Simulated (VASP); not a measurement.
# CdS (CsCl type) (Pm-3m) in VASP: notebook

Runs on CdS (CsCl type). Level: PBE. Tasks: single point.

Everything below comes from runs of VASP 6.6.1. Logs are shortened: lines on timing, memory, paths and dates and some standing lists are left out, and cuts for length are marked.

## Step 1: The cell of the first run

It takes space group Pm-3m (No. 221, cubic). Conventional cell: a = 3.317 Å, b = 3.317 Å, c = 3.317 Å, α = 90.00°, β = 90.00°, γ = 90.00°. Within 3.8 Å of Cd (site symmetry m-3m) lie 8 S at 2.87 Å and 6 Cd at 3.32 Å. S (site symmetry m-3m) has 8 Cd at 2.87 Å and 6 S at 3.32 Å within 3.8 Å.

## Step 2: Single point, PBE (volume scaled by 0.92)

INCAR

```
SYSTEM = CdS
  PREC = Accurate
  ENCUT = 520
  EDIFF = 1E-6
  ISMEAR = -1
  SIGMA = 0.05
  LREAL = .False.
  LASPH = .True.
  NELM = 60
  ALGO = Normal
  ISIF = 2
  LWAVE = .False.
  LCHARG = .True.
  GGA = PE
  LELF = .True.
  LVHAR = .True.
  NBANDS = 16
```

KPOINTS

```
regular mesh
0
Gamma
  14 14 14
  0 0 0
```

POSCAR

```
CdS
1.0
    3.3167200724      0.0000000000      0.0000000000
    0.0000000000      3.3167200724      0.0000000000
    0.0000000000      0.0000000000      3.3167200724
Cd S
1 1
Direct
    0.0000000000      0.0000000000      0.0000000000
    0.5000000000      0.5000000000      0.5000000000
```

Potentials or basis: VASP PAW PBE potentials, release 64 (Cd, S).

Command:

```
> cat potpaw_PBE.64/Cd/POTCAR potpaw_PBE.64/S/POTCAR > POTCAR
> mpirun -np 1 vasp_std > vasp.out
```

OUTCAR:

```text
SYSTEM = CdS
   PREC = Accurate
   ENCUT = 520
   EDIFF = 1E-6
   ISMEAR = -1
   LREAL = .False.
   LASPH = .True.
   NELM = 60
   ISIF = 2
   GGA = PE

 ion  position               nearest neighbor table
   1  0.000  0.000  0.000-   2 2.87   2 2.87   2 2.87   2 2.87   2 2.87   2 2.87   2 2.87   2 2.87

   2  0.500  0.500  0.500-   1 2.87   1 2.87   1 2.87   1 2.87   1 2.87   1 2.87   1 2.87   1 2.87

  LATTYP: Found a simple cubic cell.
 ALAT       =     3.3167200724

  Lattice vectors:

 A1 = (   3.3167200724,   0.0000000000,   0.0000000000)
 A2 = (   0.0000000000,   3.3167200724,   0.0000000000)
 A3 = (   0.0000000000,   0.0000000000,   3.3167200724)

Analysis of symmetry for initial positions (statically):
=====================================================================
 Subroutine PRICEL returns:
 Original cell was already a primitive cell.

 Routine SETGRP: Setting up the symmetry group for a
 simple cubic supercell.

 Subroutine GETGRP returns: Found 48 space group operations
 (whereof 48 operations were pure point group operations)
 out of a pool of 48 trial point group operations.

The static configuration has the point symmetry O_h .

Analysis of symmetry for dynamics (positions and initial velocities):
=====================================================================
 Subroutine PRICEL returns:
 Original cell was already a primitive cell.

 Routine SETGRP: Setting up the symmetry group for a
 simple cubic supercell.

 Subroutine GETGRP returns: Found 48 space group operations
 (whereof 48 operations were pure point group operations)
 out of a pool of 48 trial point group operations.

The dynamic configuration has the point symmetry O_h .

 Subroutine INISYM returns: Found 48 space group operations
 (whereof 48 operations are pure point group operations),
 and found     1 'primitive' translations

----------------------------------------------------------------------------------------

                                     Primitive cell

  volume of cell :      36.4860

  direct lattice vectors                    reciprocal lattice vectors
     3.316720072  0.000000000  0.000000000     0.301502683  0.000000000  0.000000000
     0.000000000  3.316720072  0.000000000     0.000000000  0.301502683  0.000000000
     0.000000000  0.000000000  3.316720072     0.000000000  0.000000000  0.301502683

  length of vectors
     3.316720072  3.316720072  3.316720072     0.301502683  0.301502683  0.301502683

  position of ions in fractional coordinates (direct lattice)
     0.000000000  0.000000000  0.000000000
     0.500000000  0.500000000  0.500000000

  ion indices of the primitive-cell ions
   primitive index   ion index
                 1           1
                 2           2

----------------------------------------------------------------------------------------

 KPOINTS: regular mesh

Automatic generation of k-mesh.
 Grid dimensions read from file:
 generate k-points for:   14   14   14

 Generating k-lattice:

  Cartesian coordinates                     Fractional coordinates (reciprocal lattice)
     0.021535906  0.000000000  0.000000000     0.071428571  0.000000000  0.000000000
     0.000000000  0.021535906  0.000000000     0.000000000  0.071428571  0.000000000
     0.000000000  0.000000000  0.021535906     0.000000000  0.000000000  0.071428571

  Length of vectors
     0.021535906  0.021535906  0.021535906

  Shift w.r.t. Gamma in fractional coordinates (k-lattice)
     0.000000000  0.000000000  0.000000000

 Subroutine IBZKPT returns following result:
 ===========================================

 Found    120 irreducible k-points:

 Following reciprocal coordinates:
            Coordinates               Weight
  0.000000  0.000000  0.000000      1.000000
  0.071429  0.000000  0.000000      6.000000
  0.142857  0.000000  0.000000      6.000000
  0.214286  0.000000  0.000000      6.000000
  0.285714  0.000000  0.000000      6.000000
  0.357143  0.000000  0.000000      6.000000
[... 16 lines left out ...]
  0.285714  0.214286  0.000000     24.000000
  0.357143  0.214286  0.000000     24.000000
 [... further k-points ...]
   k-points           NKPTS =    120   k-points in BZ     NKDIM =    120   number of bands    NBANDS=     16
   number of dos      NEDOS =    301   number of ions     NIONS =      2
   total plane-waves  NPLWV =  21952
   dimension x,y,z NGX =    28 NGY =   28 NGZ =   28
   dimension x,y,z NGXF=    56 NGYF=   56 NGZF=   56
   ions per type =               1   1
   NGX,Y,Z   is equivalent  to a cutoff of  14.03, 14.03, 14.03 a.u.
   NGXF,Y,Z  is equivalent  to a cutoff of  28.07, 28.07, 28.07 a.u.
 SYSTEM =  CdS
   PREC   = accura    normal or accurate (medium, high low for compatibility)
   ISTART =      0    job   : 0-new  1-cont  2-samecut
   ICHARG =      2    charge: 1-file 2-atom 10-const
   ISPIN  =      1    spin polarized calculation?
   LNONCOLLINEAR =      F non collinear calculations
   LSORBIT =      F    spin-orbit coupling
   LASPH  =      T    aspherical Exc in radial PAW
   ENCUT  =  520.0 eV  38.22 Ry    6.18 a.u.   6.17  6.17  6.17*2*pi/ulx,y,z
   NELM   =     60;   NELMIN=  2; NELMDL= -5     # of ELM steps
   EDIFF  = 0.1E-05   stopping-criterion for ELM
   LREAL  =      F    real-space projection
[... 7 lines left out ...]
   TEBEG  =    0.0;   TEEND  =   0.0 temperature during run
   PSTRESS=    0.0 pullay stress
   NELECT =      18.0000    total number of electrons
   NUPDOWN=      -1.0000    fix difference up-down
   EMIN   =  10.00;   EMAX   =-10.00  energy-range for DOS
   EFERMI =   0.00;   METHOD = LEGACY
   ISMEAR =    -1;   SIGMA  =   0.05  broadening in eV -4-tet -1-fermi 0-gaus
   EFERMI_NEDOS =   21; number of points for ismear=-14 and -15
   IALGO  =     38    algorithm
   IMIX   =      4    mixing-type and parameters
     AMIX     =   0.40;   BMIX     =  1.00
     AMIX_MAG =   1.60;   BMIX_MAG =  1.00
  volume/ion in A,a.u.               =      18.24       123.11
  Fermi-wavevector in a.u.,A,eV,Ry     =   1.293571  2.444494 22.766972  1.673325
  Thomas-Fermi vector in A             =   2.425208
   LORBIT       =      0    0 simple, 1 ext, 2 COOP (PROOUT), +10 PAW based schemes
   GGA     = PE    functional components
   LHFCALC =     F    Hartree Fock is set to
   AEXX    =    0.0000 exact exchange contribution
   IVDW    =     0    specifies the selected vdW correction
   LEPSILON=     F    determine dielectric tensor
   LRPA    =     F    only Hartree local field effects (RPA)
 non-spin polarized calculation
  energy-cutoff  :      520.00
  volume of cell :       36.49
 maximum number of plane-waves:      1021
 NGX is ok and might be reduce to    28
   NGX = 13   NGY = 13   NGZ = 13

 number of electron      18.0000002 magnetization

 Free energy of the ion-electron system (eV)
  ---------------------------------------------------
  ext. energy  EPLUGINS =         0.00000000
  ---------------------------------------------------
  free energy    TOTEN  =        -4.79939590 eV

  energy without entropy =       -4.78938794  energy(sigma->0) =       -4.79439192

 E-fermi :   4.6356     XC(G=0): -11.1315

 val. band max:        4.6304609111   @ k =   0.0714   0.0000   0.0000
 cond. band min:       4.6387132330   @ k =   0.4286   0.1429   0.0000
 fundamental gap:      0.0082523219
 Fermi energy:         4.6356103901

 k-point     1 :       0.0000    0.0000    0.0000
  band No.  band energies     occupation
      1      -9.2725      2.00000
      2      -4.2878      2.00000
      3      -4.2878      2.00000
      4      -3.5894      2.00000
      5      -3.5894      2.00000
      6      -3.5894      2.00000
[... 8 lines left out ...]
     15      17.0635      0.00000
     16      19.4033      0.00000

 k-point     2 :       0.0714    0.0000    0.0000
  band No.  band energies     occupation
      1      -9.2257      2.00000
      2      -4.2836      2.00000
      3      -4.2694      2.00000
      4      -3.6073      2.00000
      5      -3.6073      2.00000
      6      -3.5878      2.00000
[... 8 lines left out ...]
     15      16.7961      0.00000
     16      19.3974      0.00000

 k-point     3 :       0.1429    0.0000    0.0000
  band No.  band energies     occupation
      1      -9.0891      2.00000
      2      -4.2719      2.00000
      3      -4.2209      2.00000
      4      -3.6567      2.00000
      5      -3.6567      2.00000
      6      -3.5833      2.00000
[... 8 lines left out ...]
     15      16.2705      0.00000
     16      19.3807      0.00000

 k-point     4 :       0.2143    0.0000    0.0000
  band No.  band energies     occupation
      1      -8.8749      2.00000
      2      -4.2549      2.00000
      3      -4.1620      2.00000
      4      -3.7259      2.00000
      5      -3.7259      2.00000
      6      -3.5767      2.00000
[... 8 lines left out ...]
     15      16.1726      0.00000
     16      19.3562      0.00000

 k-point     5 :       0.2857    0.0000    0.0000
  band No.  band energies     occupation
      1      -8.6076      2.00000
      2      -4.2359      2.00000
      3      -4.1236      2.00000
      4      -3.8001      2.00000
      5      -3.8001      2.00000
      6      -3.5694      2.00000
[... 8 lines left out ...]
     15      17.0397      0.00000
     16      18.7112      0.00000

 k-point     6 :       0.3571    0.0000    0.0000
  band No.  band energies     occupation
      1      -8.3297      2.00000
      2      -4.2188      2.00000
      3      -4.1345      2.00000
      4      -3.8648      2.00000
      5      -3.8648      2.00000
      6      -3.5628      2.00000
[... 8 lines left out ...]
     15      17.9719      0.00000
     16      18.5953      0.00000

 k-point     7 :       0.4286    0.0000    0.0000
  band No.  band energies     occupation
      1      -8.1081      2.00000
      2      -4.2068      2.00000
      3      -4.1878      2.00000
      4      -3.9084      2.00000
      5      -3.9084      2.00000
      6      -3.5582      2.00000
[... 8 lines left out ...]
     15      17.5043      0.00000
     16      19.2858      0.00000

 k-point     8 :       0.5000    0.0000    0.0000
  band No.  band energies     occupation
      1      -8.0213      2.00000
      2      -4.2204      2.00000
      3      -4.2026      2.00000
      4      -3.9237      2.00000
      5      -3.9237      2.00000
      6      -3.5566      2.00000
[... 8 lines left out ...]
     15      17.3434      0.00000
     16      19.2795      0.00000

 k-point     9 :       0.0714    0.0714    0.0000
  band No.  band energies     occupation
      1      -9.1796      2.00000
      2      -4.2726      2.00000
      3      -4.2573      2.00000
      4      -3.6248      2.00000
      5      -3.6113      2.00000
      6      -3.5995      2.00000
[... 8 lines left out ...]
     15      17.0010      0.00000
     16      18.9853      0.00000
[... 172 lines left out ...]
 k-point    19 :       0.3571    0.1429    0.0000
  band No.  band energies     occupation
      1      -8.2206      2.00000
      2      -4.1860      2.00000
      3      -4.0382      2.00000
      4      -3.8449      2.00000
      5      -3.8208      2.00000
      6      -3.6115      2.00000
[... 8 lines left out ...]
     15      18.1224      0.00000
     16      18.5326      0.00000

 k-point    20 :       0.4286    0.1429    0.0000
  band No.  band energies     occupation
      1      -8.0248      2.00000
      2      -4.1785      2.00000
      3      -4.0460      2.00000
      4      -3.8855      2.00000
      5      -3.8361      2.00000
      6      -3.6051      2.00000
[... 8 lines left out ...]
     15      18.2502      0.00000
     16      18.7542      0.00000

 k-point    21 :       0.5000    0.1429    0.0000
  band No.  band energies     occupation
      1      -7.9494      2.00000
      2      -4.1761      2.00000
      3      -4.0501      2.00000
      4      -3.8999      2.00000
      5      -3.8469      2.00000
      6      -3.6028      2.00000
[... 8 lines left out ...]
     15      18.3014      0.00000
     16      18.6314      0.00000

 k-point    22 :       0.2143    0.2143    0.0000
  band No.  band energies     occupation
      1      -8.5372      2.00000
      2      -4.1968      2.00000
      3      -4.0193      2.00000
      4      -3.7956      2.00000
      5      -3.7245      2.00000
      6      -3.6690      2.00000
[... 8 lines left out ...]
     15      16.9775      0.00000
     16      17.4174      0.00000

 k-point    23 :       0.2857    0.2143    0.0000
  band No.  band energies     occupation
      1      -8.3186      2.00000
      2      -4.1822      2.00000
      3      -3.9447      2.00000
      4      -3.7989      2.00000
      5      -3.7711      2.00000
      6      -3.6720      2.00000
[... 8 lines left out ...]
     15      17.2474      0.00000
     16      17.4490      0.00000

 k-point    24 :       0.3571    0.2143    0.0000
  band No.  band energies     occupation
      1      -8.1005      2.00000
      2      -4.1667      2.00000
      3      -3.9092      2.00000
      4      -3.8238      2.00000
      5      -3.7656      2.00000
      6      -3.6623      2.00000
[... 8 lines left out ...]
     15      17.3319      0.00000
     16      18.5278      0.00000

 [... further k-points ...]

------------------------ aborting loop because EDIFF is reached ----------------------------------------

  FORCE on cell =-STRESS in cart. coord.  units (eV):
  Direction    XX          YY          ZZ          XY          YZ          ZX
  --------------------------------------------------------------------------------------
  -------------------------------------------------------------------------------------
  Total        1.7131154      1.7131154      1.7131154     -0.0000000     -0.0000000      0.0000000
  in kB       75.2264827     75.2264827     75.2264827     -0.0000000     -0.0000000      0.0000000
  external PRESSURE =      75.2264827 kB  Pullay stress =       0.0000000 kB

 VOLUME and BASIS-vectors are now :
 -----------------------------------------------------------------------------
  energy-cutoff  :      520.00
  volume of cell :       36.49
      direct lattice vectors                 reciprocal lattice vectors
     3.316720072  0.000000000  0.000000000     0.301502683  0.000000000  0.000000000
     0.000000000  3.316720072  0.000000000     0.000000000  0.301502683  0.000000000
     0.000000000  0.000000000  3.316720072     0.000000000  0.000000000  0.301502683

 POSITION                                       TOTAL-FORCE (eV/Angst)
 -----------------------------------------------------------------------------------
      0.00000      0.00000      0.00000         0.000000      0.000000      0.000000
      1.65836      1.65836      1.65836         0.000000      0.000000      0.000000
 -----------------------------------------------------------------------------------
    total drift:                               -0.000000      0.000000      0.000000

  FREE ENERGIE OF THE ION-ELECTRON SYSTEM (eV)
  ---------------------------------------------------
  free  energy   TOTEN  =        -4.7993959023 eV

  energy  without entropy=       -4.7893879412  energy(sigma->0) =       -4.79439192
```

It took 24 s on 1 thread of Intel Xeon 6975P-C (Granite Rapids), shared host; peak memory 0.2 GiB.

Results:

```yaml
Free_energy: -4.7994 eV
Pressure: 7.5 GPa
Band_gap_on_the_k_mesh: zero (band 9 reaches 4.71 eV, above the bottom of band 10 at 3.97 eV)
```

Levels at points of the mesh, in eV from the Fermi level:
```
           k point  band 7  band 8  band 9  band 10  band 11  band 12
(0.00, 0.00, 0.00)   -1.32   -1.32   -1.32    -0.66     6.59     6.59
(0.50, 0.00, 0.00)   -6.18    0.07    0.07     3.55     4.95     7.15
(0.50, 0.50, 0.00)   -4.85   -4.85   -1.00     0.06     8.07     8.07
(0.50, 0.50, 0.50)   -2.10   -2.10   -2.10     1.60     1.60     1.60
```

(Part 1 of 2 ends here.)
